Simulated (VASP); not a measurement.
# ZnO (ref) in VASP: a series of runs, part 2 of 2

VASP 6.6.1. The steps go on from the part before.

## 3. Single point, r2SCAN

The input, POSCAR:

```
ZnO
1.0
    3.2351576527      0.0000000000      0.0000000000
   -1.6175788264      2.8017287125      0.0000000000
    0.0000000000      0.0000000000      5.2110795600
Zn O
2 2
Direct
    0.3333333333      0.6666666667     -0.0590000000
    0.6666666667      0.3333333333      0.4410000000
    0.3333333333      0.6666666667      0.4410000000
    0.6666666667      0.3333333333      0.9410000000
```

The input, INCAR.step1:

```
  PREC = Accurate
  ENCUT = 520
  ISMEAR = 0
  SIGMA = 0.01
  LREAL = False
  LASPH = True
  NELM = 60
  NBANDS = 26
  GGA = PE
  ALGO = Normal
  EDIFF = 1E-4
  LWAVE = True
  LCHARG = False
```

The input, INCAR.step2:

```
  PREC = Accurate
  ENCUT = 520
  EDIFF = 1E-6
  ISMEAR = 0
  SIGMA = 0.01
  LREAL = False
  LASPH = True
  NELM = 60
  ALGO = Normal
  ISIF = 2
  LWAVE = False
  LCHARG = True
  METAGGA = R2SCAN
  LMIXTAU = True
  LELF = True
  LVHAR = True
  NBANDS = 26
  ISTART = 1
```

The input, KPOINTS:

```
regular mesh
0
Gamma
  12 12 8
```

Potentials or basis: VASP PAW PBE potentials, release 64 (Zn, O).

The run is started by

```bash
> cat potpaw_PBE.64/Zn/POTCAR potpaw_PBE.64/O/POTCAR > POTCAR
> cp INCAR.step1 INCAR
> mpirun -np 1 vasp_std > vasp.out
> cp INCAR.step2 INCAR
> mpirun -np 1 vasp_std > vasp.out
```

OUTCAR:

```text
PREC = Accurate
   ENCUT = 520
   EDIFF = 1E-6
   ISMEAR = 0
   LREAL = False
   LASPH = True
   NELM = 60
   ISIF = 2
   METAGGA = R2SCAN
   ISTART = 1

 ion  position               nearest neighbor table
   1  0.333  0.667  0.941-   4 1.87   4 1.87   4 1.87
   2  0.667  0.333  0.441-   3 1.87   3 1.87   3 1.87
   3  0.333  0.667  0.441-   2 1.87   2 1.87   2 1.87
   4  0.667  0.333  0.941-   1 1.87   1 1.87   1 1.87

  LATTYP: Found a hexagonal cell.
 ALAT       =     3.2351576527
 C/A-ratio  =     1.6107652607

  Lattice vectors:

 A1 = (   3.2351576527,   0.0000000000,   0.0000000000)
 A2 = (  -1.6175788264,   2.8017287125,   0.0000000000)
 A3 = (   0.0000000000,   0.0000000000,   5.2110795600)

Analysis of symmetry for initial positions (statically):
=====================================================================
 Subroutine PRICEL returns:
 Original cell was already a primitive cell.

 Routine SETGRP: Setting up the symmetry group for a
 hexagonal supercell.

 Subroutine GETGRP returns: Found 24 space group operations
[... 164 lines left out ...]
  ---------------------------------------------------
  ext. energy  EPLUGINS =         0.00000000
  ---------------------------------------------------
  free energy    TOTEN  =       -35.74374142 eV

  energy without entropy =      -35.74374142  energy(sigma->0) =      -35.74374142

 E-fermi :   1.2636     XC(G=0): -11.6842

 val. band max:        1.1392049473   @ k =   0.0000   0.0000   0.0000
 cond. band min:       2.4556440814   @ k =   0.0000   0.0000   0.0000
 fundamental gap:      1.3164391341
 Fermi energy:         1.2636250188

 k-point     1 :       0.0000    0.0000    0.0000
  band No.  band energies     occupation
      1     -18.3647      2.00000
      2     -17.7307      2.00000
      3      -5.5063      2.00000
      4      -5.5062      2.00000
      5      -5.4583      2.00000
      6      -5.4582      2.00000
[... 685 lines left out ...]
     25      16.0774      0.00000
     26      17.1681      0.00000

 [... further k-points ...]
[... 5 lines left out ...]
  --------------------------------------------------------------------------------------
  -------------------------------------------------------------------------------------
  Total        4.5431067      4.5431067     -1.2455635     -0.0000000     -0.0000000      0.0000000
  in kB      154.1041310    154.1041310    -42.2500483     -0.0000000     -0.0000000      0.0000000
  external PRESSURE =      88.6527379 kB  Pullay stress =       0.0000000 kB

 VOLUME and BASIS-vectors are now :
 -----------------------------------------------------------------------------
  energy-cutoff  :      520.00
  volume of cell :       47.23
      direct lattice vectors                 reciprocal lattice vectors
     3.235157653  0.000000000  0.000000000     0.309103947  0.178461247  0.000000000
    -1.617578826  2.801728713  0.000000000     0.000000000  0.356922494  0.000000000
     0.000000000  0.000000000  5.211079560     0.000000000  0.000000000  0.191898816

 POSITION                                       TOTAL-FORCE (eV/Angst)
 -----------------------------------------------------------------------------------
     -0.00000      1.86782      4.90363         0.000000     -0.000000     -0.000000
      1.61758      0.93391      2.29809        -0.000000     -0.000000     -0.000000
     -0.00000      1.86782      2.29809         0.000000      0.000000      0.000000
      1.61758      0.93391      4.90363         0.000000      0.000000      0.000000
 -----------------------------------------------------------------------------------
    total drift:                               -0.000000     -0.000000      0.000810

  FREE ENERGIE OF THE ION-ELECTRON SYSTEM (eV)
  ---------------------------------------------------
  free  energy   TOTEN  =       -35.7437414203 eV

  energy  without entropy=      -35.7437414203  energy(sigma->0) =      -35.74374142
```

OUTCAR.step1:

```text
PREC = Accurate
   ENCUT = 520
   ISMEAR = 0
   LREAL = False
   LASPH = True
[... 926 lines left out ...]
     -0.00000      1.86782      4.90363        -0.000000      0.000000      0.000000
      1.61758      0.93391      2.29809        -0.000000      0.000000     -0.000000
     -0.00000      1.86782      2.29809        -0.000000      0.000000      0.000000
      1.61758      0.93391      4.90363         0.000000     -0.000000      0.000000
 -----------------------------------------------------------------------------------
    total drift:                               -0.000000     -0.000000     -0.000357

  FREE ENERGIE OF THE ION-ELECTRON SYSTEM (eV)
  ---------------------------------------------------
  free  energy   TOTEN  =       -17.2243795228 eV

  energy  without entropy=      -17.2243795228  energy(sigma->0) =      -17.22437952
```

OSZICAR.step1:

```text
N       E                     dE             d eps       ncg     rms          rms(c)
DAV:   1     0.298791824956E+03    0.29879E+03   -0.18203E+04  5020   0.202E+03
DAV:   2     0.111275622586E+02   -0.28766E+03   -0.26930E+03  5252   0.413E+02
DAV:   3    -0.201301792002E+02   -0.31258E+02   -0.30882E+02  5432   0.140E+02
DAV:   4    -0.207210005905E+02   -0.59082E+00   -0.58961E+00  5300   0.196E+01
DAV:   5    -0.207240412153E+02   -0.30406E-02   -0.30405E-02  5268   0.145E+00    0.169E+01
DAV:   6    -0.170248335657E+02    0.36992E+01   -0.73811E+00  8066   0.652E+01    0.104E+01
DAV:   7    -0.172643833143E+02   -0.23955E+00   -0.33272E+00  5112   0.179E+01    0.608E+00
DAV:   8    -0.172736207502E+02   -0.92374E-02   -0.54274E-01  7116   0.695E+00    0.180E+00
DAV:   9    -0.172221971821E+02    0.51424E-01   -0.10642E-01  7196   0.562E+00    0.378E-01
DAV:  10    -0.172241735001E+02   -0.19763E-02   -0.39140E-02  4982   0.135E+00    0.150E-01
DAV:  11    -0.172243131303E+02   -0.13963E-03   -0.94431E-04  5228   0.325E-01    0.317E-02
DAV:  12    -0.172243795228E+02   -0.66392E-04   -0.68539E-05  3524   0.115E-01
   1 F= -.17224380E+02 E0= -.17224380E+02  d E =-.506944E-41
```

Wall time 4.2 min (1 thread of AMD EPYC 9R45 (Zen 5), shared host); peak memory 0.2 GiB.

Results:

```yaml
Free_energy: -35.7437 eV
Pressure: 8.9 GPa
Band_gap_on_the_k_mesh: 1.32 eV, direct
```

Caveat: the PAW data sets were made with another functional, which shifts forces and pressure a little.
